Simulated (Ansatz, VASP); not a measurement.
## ZnS: VASP beside Ansatz

Contents of INCAR:

```
PREC = Accurate
ENCUT = 500
EDIFF = 1E-6
ISMEAR = 0
SIGMA = 0.01
LREAL = False
LASPH = True
NELM = 120
ALGO = Normal
ISIF = 2
LWAVE = False
LCHARG = False
GGA = PE
IVDW = 12
NBANDS = 16
GGA_COMPAT = False
```

Contents of KPOINTS:

```
Automatic mesh
0
Gamma
  6 6 6
```

File POSCAR:

```
ZnS
1.0
    0.0000000000      2.7020000000      2.7020000000
    2.7020000000      0.0000000000      2.7020000000
    2.7020000000      2.7020000000      0.0000000000
Zn S
1 1
Direct
    0.2500000000      0.2500000000      0.2500000000
    0.0000000000      0.0000000000      0.0000000000
```

Input for Ansatz:

```yaml
crystal:
  lattice:
    - [0.0, 2.702, 2.702]
    - [2.702, 0.0, 2.702]
    - [2.702, 2.702, 0.0]
  atoms:
    - { symbol: Zn, position: [0.25, 0.25, 0.25] }
    - { symbol: S, position: [0.0, 0.0, 0.0] }
basis:
  ecutwfc: 510.0
kpoints:
  mp_grid:
    grid: [6, 6, 6]
  band_path:
    path:
      - [-0.375, 0.0, 0.375]
      - [0.0, 0.0, 0.0]
      - [0.0, 0.0, 0.5]
      - [-0.5, -0.25, 0.25]
      - [-0.5, -0.5, 0.0]
    npoints: 4
hamiltonian:
  xc: pbe
  dispersion: d3bj
scf:
  n_extra_bands: 8
  occupations:
    method: fixed
```

Alike in both runs: task single point; functional PBE; dispersion D3(BJ); k mesh 6 × 6 × 6; no spin polarisation.

```csv
,VASP,Ansatz
version,VASP 6.6.1,Ansatz 0.2.0
potentials or method,"VASP PAW PBE potentials, release 64 (Zn, S), cutoff 500 eV","plane waves, PAW"
occupations,"gaussian, width 0.01 eV",fixed
valence electrons in the cell,18,18
```

```tsv
	VASP	Ansatz	Ansatz less VASP
gap on the k mesh at the Fermi level (eV)	2.11	2.11	-0.003
```
